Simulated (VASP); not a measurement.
# In (I-43m) in VASP: single point with PBE

Aim: the single point of In with PBE.

Everything below comes from runs of VASP 6.6.1. Logs are shortened: lines on timing, memory, paths and dates and some standing lists are left out, and cuts for length are marked.

## (1) The cell of the first run

It takes space group I-43m (No. 217, cubic). Conventional cell: a = 11.585 Å, b = 11.585 Å, c = 11.585 Å, α = 90.00°, β = 90.00°, γ = 90.00°. Within 4.4 Å of In (site symmetry -43m) lie 16 In at 3.36 to 3.69 Å. In (site symmetry 3m) has 16 In at 3.27 to 4.06 Å within 4.3 Å. Within 4.1 Å of In (site symmetry m) lie 12 In at 3.12 to 3.92 Å. Within 4.1 Å of In (site symmetry m) lie 13 In at 3.15 to 4.06 Å.

## (2) Single point, PBE

Contents of INCAR:

```
SYSTEM = In
ALGO = Fast
EDIFF = 1E-6
ENCUT = 520
GGA = PE
ISIF = 2
ISMEAR = 0
LASPH = .TRUE.
LCHARG = .FALSE.
LREAL = Auto
LWAVE = .FALSE.
NBANDS = 208
NELM = 100
PREC = Accurate
SIGMA = 0.1
```

Contents of KPOINTS:

```
k-points
0
G
  2 2 2
  0 0 0
```

Contents of POSCAR:

```
In
1.0
   -5.7926463700      5.7926463700      5.7926463700
    5.7926463700     -5.7926463700      5.7926463700
    5.7926463700      5.7926463700     -5.7926463700
In
29
Direct
    0.0000000000      0.0000000000      0.0000000000
    0.6647817500      0.0000000000      0.0000000000
    0.3837084900      0.1933542200      0.0000000000
    0.1933542200      0.3837084900      0.0000000000
    0.6923234300      0.4135028000      0.0000000000
    0.0000000000      0.6647817500      0.0000000000
    0.4135028000      0.6923234300      0.0000000000
    0.8066457800      0.8066457800      0.1903542700
    0.3837084900      0.0000000000      0.1933542200
    0.0000000000      0.3837084900      0.1933542200
    0.5864972000      0.5864972000      0.2788206300
    0.7211793700      0.3076765700      0.3076765700
    0.3076765700      0.7211793700      0.3076765700
    0.3352182500      0.3352182500      0.3352182500
    0.1933542200      0.0000000000      0.3837084900
    0.0000000000      0.1933542200      0.3837084900
    0.6923234300      0.0000000000      0.4135028000
    0.0000000000      0.6923234300      0.4135028000
    0.5864972000      0.2788206300      0.5864972000
    0.2788206300      0.5864972000      0.5864972000
    0.8096457300      0.6162915100      0.6162915100
    0.6162915100      0.8096457300      0.6162915100
    0.0000000000      0.0000000000      0.6647817500
    0.4135028000      0.0000000000      0.6923234300
    0.0000000000      0.4135028000      0.6923234300
    0.3076765700      0.3076765700      0.7211793700
    0.8066457800      0.1903542700      0.8066457800
    0.1903542700      0.8066457800      0.8066457800
    0.6162915100      0.6162915100      0.8096457300
```

Potentials or basis: VASP PAW PBE potentials, release 64 (In_d).

Started as:

```console
> cat potpaw_PBE.64/In_d/POTCAR > POTCAR
> mpirun -np 1 vasp_std > vasp.out
```

OUTCAR:

```text
SYSTEM = In
   EDIFF = 1E-6
   ENCUT = 520
   GGA = PE
   ISIF = 2
   ISMEAR = 0
   LASPH = .TRUE.
   LREAL = Auto
   NELM = 100
   PREC = Accurate

 ion  position               nearest neighbor table
   1  0.000  0.000  0.000-   2 3.36   6 3.36  14 3.36  23 3.36  22 3.69  21 3.69  29 3.69  15 3.69
                            16 3.69   3 3.69   9 3.69  10 3.69   4 3.69  27 3.69  28 3.69   8 3.69
   2  0.665  0.000  0.000-   7 3.27  12 3.27  24 3.27   1 3.36  16 3.45  10 3.45  22 3.45  29 3.45
                            27 3.45   8 3.45  28 3.92   3 3.92   9 3.92
   3  0.384  0.193  0.000-   4 3.12   5 3.15   9 3.17  28 3.17  12 3.22  24 3.22  26 3.32  11 3.32
                            23 3.45  14 3.45   1 3.69   2 3.92
   4  0.193  0.384  0.000-   3 3.12   7 3.15  10 3.17  27 3.17  13 3.22  25 3.22  26 3.32  11 3.32
                            23 3.45  14 3.45   1 3.69   6 3.92
   5  0.692  0.414  0.000-   3 3.15  27 3.22  10 3.22   6 3.27   8 3.32  29 3.32  11 3.46  26 3.46
                            24 3.54  12 3.54  18 3.54  19 3.54
   6  0.000  0.665  0.000-   5 3.27  13 3.27  25 3.27   1 3.36  15 3.45   9 3.45  21 3.45  29 3.45
                            28 3.45   8 3.45  27 3.92  10 3.92   4 3.92
   7  0.414  0.692  0.000-   4 3.15  28 3.22   9 3.22   2 3.27   8 3.32  29 3.32  11 3.46  26 3.46
                            25 3.54  13 3.54  17 3.54  20 3.54
   8  0.807  0.807  0.190-  29 3.12  11 3.15  16 3.17  15 3.17  18 3.22  17 3.22   5 3.32   7 3.32
                             6 3.45   2 3.45   1 3.69  23 3.92
   9  0.384  0.000  0.193-  15 3.12  17 3.15   3 3.17  28 3.17  12 3.22   7 3.22  19 3.32  13 3.32
                             6 3.45  14 3.45   1 3.69   2 3.92
  10  0.000  0.384  0.193-  16 3.12  18 3.15   4 3.17  27 3.17  13 3.22   5 3.22  20 3.32  12 3.32
                             2 3.45  14 3.45   1 3.69   6 3.92
  11  0.586  0.586  0.279-   8 3.15  21 3.22  22 3.22  14 3.27   3 3.32   4 3.32   5 3.46   7 3.46
                            17 3.54  18 3.54  13 3.54  12 3.54
  12  0.721  0.308  0.308-  21 3.15   3 3.22   9 3.22   2 3.27  16 3.32  10 3.32  18 3.46  25 3.46
                            11 3.54  19 3.54   5 3.54  17 3.54
[... 17 lines left out ...]
                             6 3.45  23 3.45   1 3.69  14 3.92
  22  0.616  0.810  0.616-  27 3.12  13 3.15  21 3.17  29 3.17  20 3.22  11 3.22  17 3.32  24 3.32
                             2 3.45  23 3.45   1 3.69  14 3.92
  23  0.000  0.000  0.665-  26 3.27  18 3.27  17 3.27   1 3.36   4 3.45   3 3.45  22 3.45  21 3.45
                            27 3.45  28 3.45   8 3.92  16 3.92  15 3.92
  24  0.414  0.000  0.692-  15 3.15  28 3.22   3 3.22   2 3.27  27 3.32  22 3.32  19 3.46  13 3.46
                            18 3.54  26 3.54   5 3.54  20 3.54
  25  0.000  0.414  0.692-  16 3.15  27 3.22   4 3.22   6 3.27  28 3.32  21 3.32  20 3.46  12 3.46
                            17 3.54  26 3.54  19 3.54   7 3.54
  26  0.308  0.308  0.721-  29 3.15  16 3.22  15 3.22  23 3.27   3 3.32   4 3.32   5 3.46   7 3.46
                            19 3.54  24 3.54  25 3.54  20 3.54
  27  0.807  0.190  0.807-  22 3.12  19 3.15   4 3.17  10 3.17   5 3.22  25 3.22  24 3.32  17 3.32
                             2 3.45  23 3.45   1 3.69   6 3.92
  28  0.190  0.807  0.807-  21 3.12  20 3.15   3 3.17   9 3.17   7 3.22  24 3.22  18 3.32  25 3.32
                             6 3.45  23 3.45   1 3.69   2 3.92
  29  0.616  0.616  0.810-   8 3.12  26 3.15  22 3.17  21 3.17  20 3.22  19 3.22   5 3.32   7 3.32
                             6 3.45   2 3.45   1 3.69  14 3.92

  LATTYP: Found a body centered cubic cell.
 ALAT       =    11.5852927400

  Lattice vectors:

 A1 = (  -5.7926463700,   5.7926463700,   5.7926463700)
 A2 = (   5.7926463700,  -5.7926463700,   5.7926463700)
 A3 = (   5.7926463700,   5.7926463700,  -5.7926463700)

Analysis of symmetry for initial positions (statically):
=====================================================================
 Subroutine PRICEL returns:
 Original cell was already a primitive cell.

 Routine SETGRP: Setting up the symmetry group for a
 body centered cubic supercell.

 Subroutine GETGRP returns: Found 24 space group operations
 (whereof 24 operations were pure point group operations)
 out of a pool of 48 trial point group operations.

The static configuration has the point symmetry T_d .

Analysis of symmetry for dynamics (positions and initial velocities):
=====================================================================
 Subroutine PRICEL returns:
 Original cell was already a primitive cell.

 Routine SETGRP: Setting up the symmetry group for a
 body centered cubic supercell.

 Subroutine GETGRP returns: Found 24 space group operations
 (whereof 24 operations were pure point group operations)
 out of a pool of 48 trial point group operations.

The dynamic configuration has the point symmetry T_d .

 Subroutine INISYM returns: Found 24 space group operations
 (whereof 24 operations are pure point group operations),
 and found     1 'primitive' translations

----------------------------------------------------------------------------------------

                                     Primitive cell

  volume of cell :     777.4832

  direct lattice vectors                    reciprocal lattice vectors
    -5.792646370  5.792646370  5.792646370     0.000000000  0.086316334  0.086316334
     5.792646370 -5.792646370  5.792646370     0.086316334  0.000000000  0.086316334
     5.792646370  5.792646370 -5.792646370     0.086316334  0.086316334  0.000000000

  length of vectors
    10.033157823 10.033157823 10.033157823     0.122069730  0.122069730  0.122069730

  position of ions in fractional coordinates (direct lattice)
     0.000000000  0.000000000  0.000000000
     0.664781750  0.000000000  0.000000000
     0.383708490  0.193354220  0.000000000
     0.193354220  0.383708490  0.000000000
     0.692323430  0.413502800  0.000000000
     0.000000000  0.664781750  0.000000000
[... 21 lines left out ...]
     0.190354270  0.806645780  0.806645780
     0.616291510  0.616291510  0.809645730

  ion indices of the primitive-cell ions
   primitive index   ion index
                 1           1
                 2           2
                 3           3
                 4           4
                 5           5
                 6           6
[... 21 lines left out ...]
                28          28
                29          29

----------------------------------------------------------------------------------------

 KPOINTS: k-points

Automatic generation of k-mesh.
 Grid dimensions read from file:
 generate k-points for:    2    2    2

 Generating k-lattice:

  Cartesian coordinates                     Fractional coordinates (reciprocal lattice)
     0.000000000  0.043158167  0.043158167     0.500000000  0.000000000  0.000000000
     0.043158167  0.000000000  0.043158167     0.000000000  0.500000000  0.000000000
     0.043158167  0.043158167  0.000000000     0.000000000  0.000000000  0.500000000

  Length of vectors
     0.061034865  0.061034865  0.061034865

  Shift w.r.t. Gamma in fractional coordinates (k-lattice)
     0.000000000  0.000000000  0.000000000

 Subroutine IBZKPT returns following result:
 ===========================================

 Found      3 irreducible k-points:

 Following reciprocal coordinates:
            Coordinates               Weight
  0.000000  0.000000  0.000000      1.000000
  0.500000  0.000000  0.000000      6.000000
  0.500000  0.500000  0.500000      1.000000
   k-points           NKPTS =      3   k-points in BZ     NKDIM =      3   number of bands    NBANDS=    208
   number of dos      NEDOS =    301   number of ions     NIONS =     29
   total plane-waves  NPLWV = 512000
   dimension x,y,z NGX =    80 NGY =   80 NGZ =   80
   dimension x,y,z NGXF=   160 NGYF=  160 NGZF=  160
   ions per type =              29
   NGX,Y,Z   is equivalent  to a cutoff of  13.26, 13.26, 13.26 a.u.
   NGXF,Y,Z  is equivalent  to a cutoff of  26.51, 26.51, 26.51 a.u.
 SYSTEM =  In
   PREC   = accura    normal or accurate (medium, high low for compatibility)
   ISTART =      0    job   : 0-new  1-cont  2-samecut
   ICHARG =      2    charge: 1-file 2-atom 10-const
   ISPIN  =      1    spin polarized calculation?
   LNONCOLLINEAR =      F non collinear calculations
   LSORBIT =      F    spin-orbit coupling
   LASPH  =      T    aspherical Exc in radial PAW
   ENCUT  =  520.0 eV  38.22 Ry    6.18 a.u.  18.66 18.66 18.66*2*pi/ulx,y,z
   NELM   =    100;   NELMIN=  2; NELMDL= -5     # of ELM steps
   EDIFF  = 0.1E-05   stopping-criterion for ELM
   LREAL  =      T    real-space projection
   EDIFFG = 0.1E-04   stopping-criterion for IOM
   NSW    =      0    number of steps for IOM
   IBRION =     -1    ionic relax: 0-MD 1-quasi-New 2-CG
   NFREE  =      0    steps in history (QN), initial steepest desc. (CG)
   ISIF   =      2    stress and relaxation
   ISYM   =      2    0-nonsym 1-usesym 2-fastsym
   POTIM  = 0.5000    time-step for ionic-motion
   TEBEG  =    0.0;   TEEND  =   0.0 temperature during run
   PSTRESS=    0.0 pullay stress
   NELECT =     377.0000    total number of electrons
   NUPDOWN=      -1.0000    fix difference up-down
   EMIN   =  10.00;   EMAX   =-10.00  energy-range for DOS
   EFERMI =   0.00;   METHOD = LEGACY
   ISMEAR =     0;   SIGMA  =   0.10  broadening in eV -4-tet -1-fermi 0-gaus
   EFERMI_NEDOS =   21; number of points for ismear=-14 and -15
   IALGO  =     68    algorithm
   IMIX   =      4    mixing-type and parameters
     AMIX     =   0.40;   BMIX     =  1.00
     AMIX_MAG =   1.60;   BMIX_MAG =  1.00
  volume/ion in A,a.u.               =      26.81       180.92
  Fermi-wavevector in a.u.,A,eV,Ry     =   1.286150  2.430471 22.506508  1.654182
  Thomas-Fermi vector in A             =   2.418242
   LORBIT       =      0    0 simple, 1 ext, 2 COOP (PROOUT), +10 PAW based schemes
   GGA     = PE    functional components
   LHFCALC =     F    Hartree Fock is set to
   AEXX    =    0.0000 exact exchange contribution
   IVDW    =     0    specifies the selected vdW correction
   LEPSILON=     F    determine dielectric tensor
   LRPA    =     F    only Hartree local field effects (RPA)
 non-spin polarized calculation
 RMM-DIIS sequential band-by-band and
 Gauss-broadening in eV      SIGMA  =   0.10
  energy-cutoff  :      520.00
  volume of cell :      777.48
 maximum number of plane-waves:     21001
 NGX is ok and might be reduce to    80
   NGX = 37   NGY = 37   NGZ = 37

 number of electron     377.0000031 magnetization

 Free energy of the ion-electron system (eV)
  ---------------------------------------------------
  ext. energy  EPLUGINS =         0.00000000
  ---------------------------------------------------
  free energy    TOTEN  =       -74.25773607 eV

  energy without entropy =      -74.21122153  energy(sigma->0) =      -74.23447880

 E-fermi :   7.2988     XC(G=0): -10.1273

 val. band max:        7.2677830154   @ k =   0.0000   0.0000   0.0000
 cond. band min:       7.3671601911   @ k =   0.5000   0.0000   0.0000
 fundamental gap:      0.0993771757
 Fermi energy:         7.2988347053

 k-point     1 :       0.0000    0.0000    0.0000
  band No.  band energies     occupation
      1      -7.5331      2.00000
      2      -7.5331      2.00000
      3      -7.5331      2.00000
      4      -7.5324      2.00000
      5      -7.5162      2.00000
      6      -7.5162      2.00000
[... 598 lines left out ...]
    199       8.9713      0.00000
    200       9.0842      0.00000
 [bands above 200 left out]

------------------------ aborting loop because EDIFF is reached ----------------------------------------

  FORCE on cell =-STRESS in cart. coord.  units (eV):
  Direction    XX          YY          ZZ          XY          YZ          ZX
  --------------------------------------------------------------------------------------
  -------------------------------------------------------------------------------------
  Total        6.4975261      6.4975261      6.4975261      0.0000000      0.0000000     -0.0000000
  in kB       13.3895991     13.3895991     13.3895991      0.0000000      0.0000000     -0.0000000
  external PRESSURE =      13.3895991 kB  Pullay stress =       0.0000000 kB

 VOLUME and BASIS-vectors are now :
 -----------------------------------------------------------------------------
  energy-cutoff  :      520.00
  volume of cell :      777.48
      direct lattice vectors                 reciprocal lattice vectors
    -5.792646370  5.792646370  5.792646370     0.000000000  0.086316334  0.086316334
     5.792646370 -5.792646370  5.792646370     0.086316334  0.000000000  0.086316334
     5.792646370  5.792646370 -5.792646370     0.086316334  0.086316334  0.000000000

 POSITION                                       TOTAL-FORCE (eV/Angst)
 -----------------------------------------------------------------------------------
      0.00000      0.00000      0.00000         0.000000      0.000000     -0.000000
     -3.85085      3.85085      3.85085         0.045678     -0.045678     -0.045678
     -1.10265      1.10265      3.34272         0.034799     -0.034799     -0.132231
      1.10265     -1.10265      3.34272        -0.034799      0.034799     -0.132231
     -1.61511      1.61511      6.40566         0.016763     -0.016763     -0.091240
      3.85085     -3.85085      3.85085        -0.045678      0.045678     -0.045678
[... 21 lines left out ...]
      8.24257      1.10265      1.10265         0.132231     -0.034799     -0.034799
      4.68999      4.68999      2.44993         0.034799      0.034799      0.132231
 -----------------------------------------------------------------------------------
    total drift:                                0.000000      0.000000      0.000000

  FREE ENERGIE OF THE ION-ELECTRON SYSTEM (eV)
  ---------------------------------------------------
  free  energy   TOTEN  =       -74.2577360655 eV

  energy  without entropy=      -74.2112215341  energy(sigma->0) =      -74.23447880
```

Run time: 19 min. Hardware: 1 thread of Intel Xeon Platinum 8124M at 3.00GHz (Skylake/Cascade Lake), shared host; peak memory 1.1 GiB.

What came out:

- Free energy: -74.2577 eV
- Pressure: 1.3 GPa
- Largest force: 0.141 eV/Å
- Band gap on the k mesh: zero (an odd number of electrons rules out a gap without spin polarisation)

Forces in eV/Å, atoms in the order of the input:
```
In   0.000  0.000  0.000
In   0.046 -0.046 -0.046
In   0.035 -0.035 -0.132
In  -0.035  0.035 -0.132
In   0.017 -0.017 -0.091
In  -0.046  0.046 -0.046
In  -0.017  0.017 -0.091
In  -0.035 -0.035  0.132
In   0.035 -0.132 -0.035
In  -0.132  0.035 -0.035
In  -0.017 -0.017  0.091
In   0.091  0.017  0.017
In   0.017  0.091  0.017
In   0.046  0.046  0.046
In  -0.035 -0.132  0.035
In  -0.132 -0.035  0.035
In   0.017 -0.091 -0.017
In  -0.091  0.017 -0.017
In  -0.017  0.091 -0.017
In   0.091 -0.017 -0.017
In   0.132  0.035  0.035
In   0.035  0.132  0.035
In  -0.046 -0.046  0.046
In  -0.017 -0.091  0.017
In  -0.091 -0.017  0.017
In   0.017  0.017  0.091
In  -0.035  0.132 -0.035
In   0.132 -0.035 -0.035
In   0.035  0.035  0.132
```

Levels at points of the mesh, in eV from the Fermi level:
```csv
k point,band 187,band 188,band 189,band 190,band 191,band 192
"(0.00, 0.00, 0.00)",-1.20,-1.20,-0.03,-0.03,-0.03,0.28
"(0.50, 0.00, 0.00)",-0.32,-0.25,-0.21,0.07,0.27,0.27
"(0.50, 0.50, 0.50)",0.56,0.76,0.77,0.77,1.43,1.43
```

Caveat: the k points lie up to 0.38 Å⁻¹ apart, too coarse for converged energies and pressures of a metal; spin-orbit coupling is left out, which moves the levels of the heavy elements.

The gap in the log of VASP goes by the Fermi energy; the results here count the filled bands.